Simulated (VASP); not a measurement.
Crystal: PbSe (Clausthalite).

```xyz
2
Lattice="0.0000 3.0401 3.0401 3.0401 0.0000 3.0401 3.0401 3.0401 0.0000" Properties=species:S:1:pos:R:3 pbc="T T T"
Pb    0.0000    0.0000    0.0000
Se    3.0401    3.0401    3.0401
```

This cell differs from its parent crystal: volume scaled by 0.98.

Base run:

* Program: VASP 6.6.1
* Functional: PBEsol
* Potentials or basis: VASP PAW PBE potentials, release 64 (Pb_d, Se)
* Cutoff: 520 eV
* k mesh: 8 × 8 × 8
* Occupations: fermi-dirac, width 0.05 eV
* Spin: no spin polarisation

Its results: band gap on the k mesh 0.13 eV, direct; pressure 0.6 GPa.

The run is repeated on the same cell with these changes: functional from PBEsol to PBE. What comes out?

Band gap on the k mesh 0.22 eV, direct; pressure 3.6 GPa.

PBE binds less tightly than PBEsol, so the same cell stands under more pressure.

Caveats: spin-orbit coupling is left out, which moves the levels of the heavy elements; the PAW data sets were made with another functional, which shifts forces and pressure a little (some runs).

A k mesh can miss the band edges.
